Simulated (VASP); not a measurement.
# MgO (MgO (100), 1 layers) in VASP: notebook

MgO (MgO (100), 1 layers) is run at these levels: PBE; tasks: single point.

Everything below comes from runs of VASP 6.6.1. Logs are shortened: lines on timing, memory, paths and dates and some standing lists are left out, and cuts for length are marked.

## 1. The cell of the first run

The cell holds a slab with vacuum, 2 atoms: a = 3.008 Å, b = 3.008 Å, c = 7.000 Å, α = 90.00°, β = 90.00°, γ = 90.00°.

## 2. Single point, PBE

Contents of INCAR:

```
ALGO = Normal
DIPOL = 0.5 0.5 0.500
EDIFF = 1E-6
ENCUT = 520
GGA = PE
IDIPOL = 3
ISIF = 2
ISMEAR = -1
LASPH = True
LCHARG = False
LDIPOL = True
LREAL = False
LWAVE = False
NBANDS = 11
NELM = 100
PREC = Accurate
SIGMA = 0.02
```

Contents of KPOINTS:

```
k-points
0
Gamma
  10 10 1
```

Contents of POSCAR:

```
MgO
1.0
    3.0079491112      0.0000000000      0.0000000000
    0.0000000000      3.0079491112      0.0000000000
    0.0000000000      0.0000000000      7.0000000000
Mg O
1 1
Direct
    0.2500000000      0.2500000000      0.5000000000
    0.7500000000      0.7500000000      0.5000000000
```

Potentials or basis: VASP PAW PBE potentials, release 64 (Mg, O).

The run is started by

```bash
> cat potpaw_PBE.64/Mg/POTCAR potpaw_PBE.64/O/POTCAR > POTCAR
> mpirun -np 1 vasp_std > vasp.out
```

OUTCAR:

```text
EDIFF = 1E-6
   ENCUT = 520
   GGA = PE
   ISIF = 2
   ISMEAR = -1
   LASPH = True
   LREAL = False
   NELM = 100
   PREC = Accurate

 ion  position               nearest neighbor table
   1  0.250  0.250  0.500-   2 2.13   2 2.13   2 2.13   2 2.13
   2  0.750  0.750  0.500-   1 2.13   1 2.13   1 2.13   1 2.13

  LATTYP: Found a simple tetragonal cell.
 ALAT       =     3.0079491112
 C/A-ratio  =     2.3271670302

  Lattice vectors:

 A1 = (   3.0079491112,   0.0000000000,   0.0000000000)
 A2 = (   0.0000000000,   3.0079491112,   0.0000000000)
 A3 = (   0.0000000000,   0.0000000000,   7.0000000000)

Analysis of symmetry for initial positions (statically):
=====================================================================
 Subroutine PRICEL returns:
 Original cell was already a primitive cell.

 Routine SETGRP: Setting up the symmetry group for a
 simple tetragonal supercell.

 Subroutine GETGRP returns: Found 16 space group operations
 (whereof  4 operations were pure point group operations)
 out of a pool of 16 trial point group operations.

The static configuration has the point symmetry C_2v.
 The point group associated with its full space group is D_4h.

Analysis of symmetry for dynamics (positions and initial velocities):
=====================================================================
 Subroutine PRICEL returns:
 Original cell was already a primitive cell.

 Routine SETGRP: Setting up the symmetry group for a
 simple tetragonal supercell.

 Subroutine GETGRP returns: Found 16 space group operations
 (whereof  4 operations were pure point group operations)
 out of a pool of 16 trial point group operations.

The dynamic configuration has the point symmetry C_2v.
 The point group associated with its full space group is D_4h.

 Subroutine INISYM returns: Found 16 space group operations
 (whereof  4 operations are pure point group operations),
 and found     1 'primitive' translations

----------------------------------------------------------------------------------------

                                     Primitive cell

  volume of cell :      63.3343

  direct lattice vectors                    reciprocal lattice vectors
     3.007949111  0.000000000  0.000000000     0.332452433  0.000000000  0.000000000
     0.000000000  3.007949111  0.000000000     0.000000000  0.332452433  0.000000000
     0.000000000  0.000000000  7.000000000     0.000000000  0.000000000  0.142857143

  length of vectors
     3.007949111  3.007949111  7.000000000     0.332452433  0.332452433  0.142857143

  position of ions in fractional coordinates (direct lattice)
     0.250000000  0.250000000  0.500000000
     0.750000000  0.750000000  0.500000000

  ion indices of the primitive-cell ions
   primitive index   ion index
                 1           1
                 2           2

----------------------------------------------------------------------------------------

 KPOINTS: k-points

Automatic generation of k-mesh.
 Grid dimensions read from file:
 generate k-points for:   10   10    1

 Generating k-lattice:

  Cartesian coordinates                     Fractional coordinates (reciprocal lattice)
     0.033245243  0.000000000  0.000000000     0.100000000  0.000000000  0.000000000
     0.000000000  0.033245243  0.000000000     0.000000000  0.100000000  0.000000000
     0.000000000  0.000000000  0.142857143     0.000000000  0.000000000  1.000000000

  Length of vectors
     0.033245243  0.033245243  0.142857143

  Shift w.r.t. Gamma in fractional coordinates (k-lattice)
     0.000000000  0.000000000  0.000000000

 Subroutine IBZKPT returns following result:
 ===========================================

 Found     21 irreducible k-points:

 Following reciprocal coordinates:
            Coordinates               Weight
  0.000000  0.000000  0.000000      1.000000
  0.100000  0.000000  0.000000      4.000000
  0.200000  0.000000  0.000000      4.000000
  0.300000  0.000000  0.000000      4.000000
  0.400000  0.000000  0.000000      4.000000
  0.500000  0.000000  0.000000      2.000000
[... 13 lines left out ...]
  0.500000  0.400000  0.000000      4.000000
  0.500000  0.500000  0.000000      1.000000
   k-points           NKPTS =     21   k-points in BZ     NKDIM =     21   number of bands    NBANDS=     11
   number of dos      NEDOS =    301   number of ions     NIONS =      2
   total plane-waves  NPLWV =  31104
   dimension x,y,z NGX =    24 NGY =   24 NGZ =   54
   dimension x,y,z NGXF=    48 NGYF=   48 NGZF=  108
   ions per type =               1   1
   NGX,Y,Z   is equivalent  to a cutoff of  13.26, 13.26, 12.82 a.u.
   NGXF,Y,Z  is equivalent  to a cutoff of  26.53, 26.53, 25.65 a.u.
 SYSTEM =  unknown system
   PREC   = accura    normal or accurate (medium, high low for compatibility)
   ISTART =      0    job   : 0-new  1-cont  2-samecut
   ICHARG =      2    charge: 1-file 2-atom 10-const
   ISPIN  =      1    spin polarized calculation?
   LNONCOLLINEAR =      F non collinear calculations
   LSORBIT =      F    spin-orbit coupling
   LASPH  =      T    aspherical Exc in radial PAW
   ENCUT  =  520.0 eV  38.22 Ry    6.18 a.u.   5.59  5.59 13.02*2*pi/ulx,y,z
   NELM   =    100;   NELMIN=  2; NELMDL= -5     # of ELM steps
   EDIFF  = 0.1E-05   stopping-criterion for ELM
   LREAL  =      F    real-space projection
   EDIFFG = 0.1E-04   stopping-criterion for IOM
   NSW    =      0    number of steps for IOM
   IBRION =     -1    ionic relax: 0-MD 1-quasi-New 2-CG
   NFREE  =      0    steps in history (QN), initial steepest desc. (CG)
   ISIF   =      2    stress and relaxation
   ISYM   =      2    0-nonsym 1-usesym 2-fastsym
   POTIM  = 0.5000    time-step for ionic-motion
   TEBEG  =    0.0;   TEEND  =   0.0 temperature during run
   PSTRESS=    0.0 pullay stress
   NELECT =       8.0000    total number of electrons
   NUPDOWN=      -1.0000    fix difference up-down
   EMIN   =  10.00;   EMAX   =-10.00  energy-range for DOS
   EFERMI =   0.00;   METHOD = LEGACY
   ISMEAR =    -1;   SIGMA  =   0.02  broadening in eV -4-tet -1-fermi 0-gaus
   EFERMI_NEDOS =   21; number of points for ismear=-14 and -15
   IALGO  =     38    algorithm
   IMIX   =      4    mixing-type and parameters
     AMIX     =   0.40;   BMIX     =  1.00
     AMIX_MAG =   1.60;   BMIX_MAG =  1.00
  volume/ion in A,a.u.               =      31.67       213.70
  Fermi-wavevector in a.u.,A,eV,Ry     =   0.821407  1.552234  9.179983  0.674710
  Thomas-Fermi vector in A             =   1.932561
   LORBIT       =      0    0 simple, 1 ext, 2 COOP (PROOUT), +10 PAW based schemes
   GGA     = PE    functional components
   LHFCALC =     F    Hartree Fock is set to
   AEXX    =    0.0000 exact exchange contribution
   IVDW    =     0    specifies the selected vdW correction
   LEPSILON=     F    determine dielectric tensor
   LRPA    =     F    only Hartree local field effects (RPA)
 non-spin polarized calculation
  energy-cutoff  :      520.00
  volume of cell :       63.33
 maximum number of plane-waves:      1727
 NGX is ok and might be reduce to    24
   NGX = 11   NGY = 11   NGZ = 27

 dipolmoment           0.000000      0.000000      0.000000 electrons x Angstroem

 number of electron       8.0000002 magnetization

 dipolmoment           0.000000      0.000000     -0.000000 electrons x Angstroem

 Free energy of the ion-electron system (eV)
  ---------------------------------------------------
  ext. energy  EPLUGINS =         0.00000000
  ---------------------------------------------------
  free energy    TOTEN  =       -10.82695123 eV

  energy without entropy =      -10.82695123  energy(sigma->0) =      -10.82695123

 E-fermi :  -1.8386     XC(G=0):  -5.1485

 val. band max:       -2.3412288284   @ k =   0.5000   0.5000   0.0000
 cond. band min:      -0.1042895583   @ k =   0.0000   0.0000   0.0000
 fundamental gap:      2.2369392700
 Fermi energy:        -1.8386038673

 k-point     1 :       0.0000    0.0000    0.0000
  band No.  band energies     occupation
      1     -18.1942      2.00000
      2      -3.8782      2.00000
      3      -2.7197      2.00000
      4      -2.7197      2.00000
      5      -0.1043      0.00000
      6       3.4405      0.00000
      7       3.8517      0.00000
      8       9.0989      0.00000
      9      11.0438      0.00000
     10      11.0830      0.00000
     11      15.2489      0.00000

 k-point     2 :       0.1000    0.0000    0.0000
  band No.  band energies     occupation
      1     -18.1505      2.00000
      2      -3.8037      2.00000
      3      -3.1414      2.00000
      4      -2.7118      2.00000
      5       0.1975      0.00000
      6       3.4905      0.00000
      7       4.1023      0.00000
      8       9.1914      0.00000
      9      10.9831      0.00000
     10      11.2439      0.00000
     11      13.7642      0.00000

 k-point     3 :       0.2000    0.0000    0.0000
  band No.  band energies     occupation
      1     -18.0327      2.00000
      2      -4.0146      2.00000
      3      -3.5986      2.00000
      4      -2.6910      2.00000
      5       0.8772      0.00000
      6       3.6236      0.00000
      7       4.7628      0.00000
      8       8.9960      0.00000
      9      10.2568      0.00000
     10      11.6536      0.00000
     11      12.4254      0.00000

 k-point     4 :       0.3000    0.0000    0.0000
  band No.  band energies     occupation
      1     -17.8798      2.00000
      2      -4.8812      2.00000
      3      -3.3206      2.00000
      4      -2.6649      2.00000
      5       1.7954      0.00000
      6       3.7907      0.00000
      7       5.6973      0.00000
      8       7.7536      0.00000
      9       8.9521      0.00000
     10      10.8888      0.00000
     11      12.7453      0.00000

 k-point     5 :       0.4000    0.0000    0.0000
  band No.  band energies     occupation
      1     -17.7500      2.00000
      2      -5.4933      2.00000
      3      -3.0709      2.00000
      4      -2.6436      2.00000
      5       2.9592      0.00000
      6       3.9237      0.00000
      7       6.0328      0.00000
      8       6.8409      0.00000
      9       7.9569      0.00000
     10       9.6236      0.00000
     11      13.2172      0.00000
[... 169 lines left out ...]
 k-point    18 :       0.5000    0.3000    0.0000
  band No.  band energies     occupation
      1     -17.5070      2.00000
      2      -5.1582      2.00000
      3      -4.1684      2.00000
      4      -2.5737      2.00000
      5       4.7337      0.00000
      6       5.3548      0.00000
      7       6.3573      0.00000
      8       7.8650      0.00000
      9       8.4914      0.00000
     10      10.0818      0.00000
     11      10.9839      0.00000

 k-point    19 :       0.4000    0.4000    0.0000
  band No.  band energies     occupation
      1     -17.4621      2.00000
      2      -4.8145      2.00000
      3      -4.6629      2.00000
      4      -2.4779      2.00000
      5       4.6263      0.00000
      6       5.8910      0.00000
      7       7.1942      0.00000
      8       8.2303      0.00000
      9       8.8504      0.00000
     10       9.9260      0.00000
     11      10.1460      0.00000

 k-point    20 :       0.5000    0.4000    0.0000
  band No.  band energies     occupation
      1     -17.4297      2.00000
      2      -4.9188      2.00000
      3      -4.6486      2.00000
      4      -2.4074      2.00000
      5       4.8004      0.00000
      6       6.4309      0.00000
      7       7.5414      0.00000
      8       7.9036      0.00000
      9       8.5655      0.00000
     10       9.5175      0.00000
     11      10.4152      0.00000

 k-point    21 :       0.5000    0.5000    0.0000
  band No.  band energies     occupation
      1     -17.3997      2.00000
      2      -4.8223      2.00000
      3      -4.8223      2.00000
      4      -2.3412      2.00000
      5       4.7899      0.00000
      6       7.7375      0.00000
      7       7.9015      0.00000
      8       7.9015      0.00000
      9       8.6530      0.00000
     10       8.6530      0.00000
     11       9.3874      0.00000

------------------------ aborting loop because EDIFF is reached ----------------------------------------

 vacuum level on the upper side and lower side of the slab       (xc-potential included)        -1.211        -1.211

  FORCE on cell =-STRESS in cart. coord.  units (eV):
  Direction    XX          YY          ZZ          XY          YZ          ZX
  --------------------------------------------------------------------------------------
  -------------------------------------------------------------------------------------
  Total       -3.9802899     -3.9802899      0.0907397      0.0000000      0.0000000     -0.0000000
  in kB     -100.6899862   -100.6899862      2.2954545      0.0000000      0.0000000     -0.0000000
  external PRESSURE =     -66.3615060 kB  Pullay stress =       0.0000000 kB

 VOLUME and BASIS-vectors are now :
 -----------------------------------------------------------------------------
  energy-cutoff  :      520.00
  volume of cell :       63.33
      direct lattice vectors                 reciprocal lattice vectors
     3.007949111  0.000000000  0.000000000     0.332452433  0.000000000  0.000000000
     0.000000000  3.007949111  0.000000000     0.000000000  0.332452433  0.000000000
     0.000000000  0.000000000  7.000000000     0.000000000  0.000000000  0.142857143

 POSITION                                       TOTAL-FORCE (eV/Angst)
 -----------------------------------------------------------------------------------
      0.75199      0.75199      3.50000        -0.000000     -0.000000      0.000000
      2.25596      2.25596      3.50000         0.000000      0.000000      0.000000
 -----------------------------------------------------------------------------------
    total drift:                                0.000000      0.000000     -0.000000

  FREE ENERGIE OF THE ION-ELECTRON SYSTEM (eV)
  ---------------------------------------------------
  free  energy   TOTEN  =       -10.8269512263 eV

  energy  without entropy=      -10.8269512263  energy(sigma->0) =      -10.82695123

 vacuum level on the upper side and lower side of the slab         1.286         1.286
```

Wall time 10 s (1 thread of Intel Xeon Platinum 8259CL at 2.50GHz (Skylake/Cascade Lake), shared host); peak memory 0.18 GiB.

What came out:

```
Free energy            : -10.8270 eV
Band gap on the k mesh : 2.24 eV, indirect (least direct gap 2.62 eV)
```

Levels at points of the mesh, in eV from the valence-band top:
| k point | band 1 | band 2 | band 3 | band 4 | band 5 | band 6 | band 7 | band 8 |
| --- | --- | --- | --- | --- | --- | --- | --- | --- |
| (0.00, 0.00, 0.00) | -15.85 | -1.54 | -0.38 | -0.38 | 2.24 | 5.78 | 6.19 | 11.44 |
| (0.50, 0.00, 0.00) | -15.36 | -3.37 | -0.63 | -0.29 | 6.31 | 6.60 | 6.85 | 9.94 |
| (0.50, 0.50, 0.00) | -15.06 | -2.48 | -2.48 | 0.00 | 7.13 | 10.08 | 10.24 | 10.24 |

## 3. Single point, PBE

This run uses another cell than the first one, of 72.38 Å³/atom, 2.286 times its volume.

Contents of INCAR:

```
SYSTEM = MgO
ALGO = Normal
DIPOL = 0.5 0.5 0.500
EDIFF = 1E-6
ENCUT = 520
GGA = PE
IDIPOL = 3
ISIF = 2
ISMEAR = -1
LASPH = .True.
LCHARG = .True.
LDIPOL = .True.
LELF = .True.
LREAL = .False.
LVACPOTAV = .True.
LVHAR = .True.
LWAVE = .False.
NBANDS = 11
NELM = 60
PREC = Accurate
SIGMA = 0.02
```

Contents of KPOINTS:

```
k-points
0
Gamma
  10 10 1
  0 0 0
```

POSCAR: that of step 2 with these lines changed.

```diff
@@ -4,3 +4,3 @@
     0.0000000000      3.0079491112      0.0000000000
-    0.0000000000      0.0000000000      7.0000000000
+    0.0000000000      0.0000000000     16.0000000000
 Mg O
```

Potentials or basis: VASP PAW PBE potentials, release 64 (Mg, O).

The run is started by

```bash
> cat potpaw_PBE.64/Mg/POTCAR potpaw_PBE.64/O/POTCAR > POTCAR
> mpirun -np 1 vasp_std > vasp.out
```

Run time: 32 s. Hardware: 1 thread of Intel Xeon Platinum 8259CL at 2.50GHz (Skylake/Cascade Lake), shared host; peak memory 0.24 GiB.

Results (log left out):

```
Free energy            : -10.8397 eV
Band gap on the k mesh : 2.52 eV, indirect (least direct gap 2.90 eV)
```

Levels at points of the mesh, in eV from the valence-band top:
| k point | band 2 | band 3 | band 4 | band 5 | band 6 | band 7 |
| --- | --- | --- | --- | --- | --- | --- |
| (0.00, 0.00, 0.00) | -1.55 | -0.38 | -0.38 | 2.52 | 4.37 | 4.96 |
| (0.50, 0.00, 0.00) | -3.36 | -0.63 | -0.29 | 6.06 | 6.92 | 7.18 |
| (0.50, 0.50, 0.00) | -2.48 | -2.48 | 0.00 | 7.20 | 9.87 | 10.04 |
